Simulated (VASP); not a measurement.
# LiF in VASP: further runs, part 2 of 3

VASP 6.6.1.

## Step 3: Electric field gradients, LDA (equal xx and yy strain of -3 %)

The input, INCAR:

```
SYSTEM = LiF
ALGO = Normal
EDIFF = 1E-8
ENCUT = 520
ISIF = 2
ISMEAR = -1
LASPH = .True.
LCHARG = .False.
LEFG = .True.
LREAL = .False.
LWAVE = .False.
NBANDS = 12
NELM = 100
PREC = Accurate
SIGMA = 0.03
```

The input, KPOINTS:

```
k-points
0
Gamma
  10 10 10
  0 0 0
```

The input, POSCAR:

```
LiF
1.0
    0.0000000000      1.9535800000      2.0140000000
    1.9535800000      0.0000000000      2.0140000000
    1.9535800000      1.9535800000      0.0000000000
Li F
1 1
Direct
    0.0000000000      0.0000000000      0.0000000000
    0.5000000000      0.5000000000      0.5000000000
```

Potentials or basis: VASP PAW LDA potentials, release 64 (Li_sv, F).

Launch:

```sh
cat potpaw_LDA.64/Li_sv/POTCAR potpaw_LDA.64/F/POTCAR > POTCAR
mpirun -np 1 vasp_std > vasp.out
```

OUTCAR:

```text
SYSTEM = LiF
   EDIFF = 1E-8
   ENCUT = 520
   ISIF = 2
   ISMEAR = -1
   LASPH = .True.
   LREAL = .False.
   NELM = 100
   PREC = Accurate

 ion  position               nearest neighbor table
   1  0.000  0.000  0.000-   2 1.95   2 1.95   2 1.95   2 1.95   2 2.01   2 2.01
   2  0.500  0.500  0.500-   1 1.95   1 1.95   1 1.95   1 1.95   1 2.01   1 2.01

  LATTYP: Found a body centered tetragonal cell.
 ALAT       =     2.7627793312
 C/A-ratio  =     1.4579521262

  Lattice vectors:

 A1 = (  -1.9535800000,   0.0000000000,   2.0140000000)
 A2 = (   1.9535800000,   0.0000000000,   2.0140000000)
 A3 = (   0.0000000000,   1.9535800000,  -2.0140000000)

Analysis of symmetry for initial positions (statically):
=====================================================================
 Subroutine PRICEL returns:
 Original cell was already a primitive cell.

 Routine SETGRP: Setting up the symmetry group for a
 body centered tetragonal supercell.

 Subroutine GETGRP returns: Found 16 space group operations
 (whereof 16 operations were pure point group operations)
 out of a pool of 16 trial point group operations.

The static configuration has the point symmetry D_4h.

Analysis of symmetry for dynamics (positions and initial velocities):
=====================================================================
 Subroutine PRICEL returns:
 Original cell was already a primitive cell.

 Routine SETGRP: Setting up the symmetry group for a
 body centered tetragonal supercell.

 Subroutine GETGRP returns: Found 16 space group operations
 (whereof 16 operations were pure point group operations)
 out of a pool of 16 trial point group operations.

[... 167 lines left out ...]
     11      23.7009      0.00000
     12      23.7009      0.00000
[... 331 lines left out ...]
 k-point    24 :       0.4000    0.3000    0.0000
  band No.  band energies     occupation
      1     -40.4583      2.00000
      2     -20.0484      2.00000
      3      -3.5273      2.00000
      4      -1.8596      2.00000
      5      -1.7204      2.00000
      6      12.2111      0.00000
      7      16.0319      0.00000
      8      17.7914      0.00000
      9      19.7633      0.00000
     10      20.8541      0.00000
     11      33.8562      0.00000
     12      34.9713      0.00000

 [... further k-points ...]
[... 5 lines left out ...]
  --------------------------------------------------------------------------------------
  -------------------------------------------------------------------------------------
  Total       -0.1519230     -0.1519230     -0.4091739      0.0000000     -0.0000000     -0.0000000
  in kB      -15.8336913    -15.8336913    -42.6448527      0.0000000     -0.0000000     -0.0000000
  external PRESSURE =     -24.7707451 kB  Pullay stress =       0.0000000 kB

 VOLUME and BASIS-vectors are now :
 -----------------------------------------------------------------------------
  energy-cutoff  :      520.00
  volume of cell :       15.37
      direct lattice vectors                 reciprocal lattice vectors
     0.000000000  1.953580000  2.014000000    -0.255940376  0.255940376  0.248262165
     1.953580000  0.000000000  2.014000000     0.255940376 -0.255940376  0.248262165
     1.953580000  1.953580000  0.000000000     0.255940376  0.255940376 -0.248262165

 POSITION                                       TOTAL-FORCE (eV/Angst)
 -----------------------------------------------------------------------------------
      0.00000      0.00000      0.00000        -0.000000      0.000000      0.000000
      1.95358      1.95358      2.01400         0.000000     -0.000000      0.000000
 -----------------------------------------------------------------------------------
    total drift:                               -0.000000     -0.000000      0.000000

  FREE ENERGIE OF THE ION-ELECTRON SYSTEM (eV)
  ---------------------------------------------------
  free  energy   TOTEN  =       -10.4950914333 eV

  energy  without entropy=      -10.4950914333  energy(sigma->0) =      -10.49509143

 Electric field gradients (V/A^2)
---------------------------------------------------------------------
 ion       V_xx      V_yy      V_zz      V_xy      V_xz      V_yz
---------------------------------------------------------------------
   1      -0.060    -0.060     0.120     0.002     0.000     0.000
   2      -0.861    -0.861     1.721     0.004     0.001     0.001
---------------------------------------------------------------------

 Electric field gradients after diagonalization (V/A^2)
 (convention: |V_zz| > |V_xx| > |V_yy|)
----------------------------------------------------------------------
 ion       V_xx      V_yy      V_zz     asymmetry (V_yy - V_xx)/ V_zz
----------------------------------------------------------------------
   1      -0.062    -0.058     0.120       0.028
   2      -0.864    -0.857     1.721       0.004
----------------------------------------------------------------------

           NMR quadrupolar parameters

 Cq : quadrupolar parameter    Cq=e*Q*V_zz/h
 eta: asymmetry parameters     (V_yy - V_xx)/ V_zz
 Q  : nuclear electric quadrupole moment in mb (millibarn)
----------------------------------------------------------------------
 ion       Cq(MHz)       eta       Q (mb)
----------------------------------------------------------------------
   1       0.000       0.028       1.000
   2       0.004       0.004       1.000
----------------------------------------------------------------------
```

OSZICAR:

```text
N       E                     dE             d eps       ncg     rms          rms(c)
DAV:   1     0.284561804534E+02    0.28456E+02   -0.54509E+03  2520   0.846E+02
DAV:   2    -0.100686063243E+02   -0.38525E+02   -0.37766E+02  2956   0.186E+02
DAV:   3    -0.109799791877E+02   -0.91137E+00   -0.90809E+00  3156   0.248E+01
DAV:   4    -0.109884905466E+02   -0.85114E-02   -0.85109E-02  2792   0.254E+00
DAV:   5    -0.109885699419E+02   -0.79395E-04   -0.79395E-04  3224   0.195E-01    0.424E+00
DAV:   6    -0.105109596558E+02    0.47761E+00   -0.22167E+00  2724   0.918E+00    0.131E+00
DAV:   7    -0.105003524679E+02    0.10607E-01   -0.15196E-02  3260   0.106E+00    0.783E-01
DAV:   8    -0.104951009600E+02    0.52515E-02   -0.85501E-03  3364   0.982E-01    0.948E-02
DAV:   9    -0.104950784146E+02    0.22545E-04   -0.68612E-04  2724   0.239E-01    0.367E-02
DAV:  10    -0.104950920075E+02   -0.13593E-04   -0.27107E-05  2936   0.382E-02    0.781E-03
DAV:  11    -0.104950914473E+02    0.56023E-06   -0.15676E-06  3184   0.132E-02    0.120E-03
DAV:  12    -0.104950914414E+02    0.59053E-08   -0.25224E-07  3296   0.357E-03    0.688E-04
DAV:  13    -0.104950914333E+02    0.80618E-08   -0.25929E-08  2464   0.137E-03
   1 F= -.10495091E+02 E0= -.10495091E+02  d E =-.361555E-11
```

stdout:

```text
POSCAR found type information on POSCAR LiF
 POSCAR found :  2 types and       2 ions
 scaLAPACK will be used
 LDA part: xc-table for (Slater(with rela. corr.)+CA(PZ))
 , standard interpolation
 POSCAR, INCAR and KPOINTS ok, starting setup
 FFT: planning ... GRIDC
 FFT: planning ... GRID_SOFT
 FFT: planning ... GRID
 WAVECAR not read
 entering main loop
ion   1

ion   2
```

It took 6.2 s on 1 thread of Intel Xeon 6975P-C (Granite Rapids), shared host; peak memory 0.13 GiB.

What came out:

```
Free energy            : -10.4951 eV
Band gap on the k mesh : 9.35 eV, direct
```

Electric field gradients, principal values (V/Å²):
```csv
atom,least,middle,greatest (by size)
1 Li,-0.058,-0.062,0.120
2 F,-0.857,-0.864,1.721
```

Caveat: the cell differs from its parent crystal (equal xx and yy strain of -3 %); the cutoff is under 1.25 times the usual one of these potentials, so pressure, stress and relaxed cells hold a basis-set (Pulay) error; without QUAD_EFG the Cq values of the log hold for a quadrupole moment of 1 mb, not for the nuclei. A k mesh can miss the band edges.

## Step 4: Electric field gradients, LDA

This run uses another cell than the first one, of 8.17 Å³/atom, 0.943 times its volume.

The input, INCAR:

```
PREC     = Accurate       # precision mode
ENCUT    = 520            # plane-wave cutoff, eV
EDIFF    = 1E-8           # SCF threshold, eV
ISMEAR   = -1             # smearing method
SIGMA    = 0.03           # smearing width, eV
LREAL    = False          # projectors in reciprocal space
LASPH    = True           # aspherical terms in the spheres
NELM     = 100            # most SCF steps
ALGO     = Normal         # electronic algorithm
ISIF     = 2              # what is computed and relaxed
LWAVE    = False          # write WAVECAR
LCHARG   = False          # write CHGCAR
LEFG     = True         
NBANDS   = 12             # bands
```

The input, KPOINTS:

```
Automatic mesh
0
Gamma
  10 10 10
```

The input, POSCAR:

```
LiF
1.0
    0.0000000000      2.0140000000      2.0140000000
    2.0140000000      0.0000000000      2.0140000000
    2.0140000000      2.0140000000      0.0000000000
Li F
1 1
Direct
    0.0000000000      0.0000000000      0.0000000000
    0.5000000000      0.5000000000      0.5000000000
```

Potentials or basis: VASP PAW LDA potentials, release 64 (Li_sv, F).

Launch:

```sh
cat potpaw_LDA.64/Li_sv/POTCAR potpaw_LDA.64/F/POTCAR > POTCAR
mpirun -np 1 vasp_std > vasp.out
```

OUTCAR:

```text
PREC = Accurate
   ENCUT = 520
   EDIFF = 1E-8
   ISMEAR = -1
   LREAL = False
   LASPH = True
   NELM = 100
   ISIF = 2

 ion  position               nearest neighbor table
   1  0.000  0.000  0.000-   2 2.01   2 2.01   2 2.01   2 2.01   2 2.01   2 2.01
   2  0.500  0.500  0.500-   1 2.01   1 2.01   1 2.01   1 2.01   1 2.01   1 2.01

  LATTYP: Found a face centered cubic cell.
 ALAT       =     4.0280000000

  Lattice vectors:

 A1 = (   0.0000000000,   2.0140000000,   2.0140000000)
 A2 = (   2.0140000000,   0.0000000000,   2.0140000000)
 A3 = (   2.0140000000,   2.0140000000,   0.0000000000)

Analysis of symmetry for initial positions (statically):
[... 573 lines left out ...]

  energy  without entropy=      -10.4718111597  energy(sigma->0) =      -10.47181116

 Electric field gradients (V/A^2)
---------------------------------------------------------------------
 ion       V_xx      V_yy      V_zz      V_xy      V_xz      V_yz
---------------------------------------------------------------------
   1      -0.000    -0.000     0.000    -0.001    -0.001    -0.001
   2       0.000     0.000    -0.000     0.000     0.000     0.000
---------------------------------------------------------------------

 Electric field gradients after diagonalization (V/A^2)
 (convention: |V_zz| > |V_xx| > |V_yy|)
----------------------------------------------------------------------
 ion       V_xx      V_yy      V_zz     asymmetry (V_yy - V_xx)/ V_zz
----------------------------------------------------------------------
   1       0.001     0.001    -0.002       0.000
   2      -0.000    -0.000     0.000       0.000
----------------------------------------------------------------------

           NMR quadrupolar parameters

 Cq : quadrupolar parameter    Cq=e*Q*V_zz/h
 eta: asymmetry parameters     (V_yy - V_xx)/ V_zz
 Q  : nuclear electric quadrupole moment in mb (millibarn)
----------------------------------------------------------------------
 ion       Cq(MHz)       eta       Q (mb)
----------------------------------------------------------------------
   1      -0.000       0.000       1.000
   2       0.000       0.000       1.000
----------------------------------------------------------------------
```

stdout:

```text
POSCAR found type information on POSCAR LiF
 POSCAR found :  2 types and       2 ions
 scaLAPACK will be used
 LDA part: xc-table for (Slater(with rela. corr.)+CA(PZ))
 , standard interpolation
 POSCAR, INCAR and KPOINTS ok, starting setup
 FFT: planning ... GRIDC
 FFT: planning ... GRID_SOFT
 FFT: planning ... GRID
 WAVECAR not read
 entering main loop
ion   1

ion   2
```

Run time: 14 s. Hardware: 1 thread of AMD EPYC 7R43 (Zen 3), shared host; peak memory 0.08 GiB.

What came out:

| Property | Result |
| --- | --- |
| Free energy | -10.4718 eV |
| Band gap on the k mesh | 8.83 eV, direct |

Levels at points of the mesh, in eV from the valence-band top:
| k point | band 3 | band 4 | band 5 | band 6 | band 7 | band 8 |
| --- | --- | --- | --- | --- | --- | --- |
| (0.00, 0.00, 0.00) | 0.00 | 0.00 | 0.00 | 8.83 | 23.46 | 23.46 |
| (0.50, 0.00, 0.00) | -2.58 | -0.23 | -0.23 | 10.37 | 16.38 | 18.41 |
| (0.50, 0.50, 0.00) | -3.12 | -1.03 | -1.03 | 14.41 | 16.03 | 17.13 |

Caveat: the cutoff is under 1.25 times the usual one of these potentials, so pressure, stress and relaxed cells hold a basis-set (Pulay) error; without QUAD_EFG the Cq values of the log hold for a quadrupole moment of 1 mb, not for the nuclei. A hybrid or GW would open this gap; LDA tends to underestimate it.

(Part 2 of 3 ends here.)
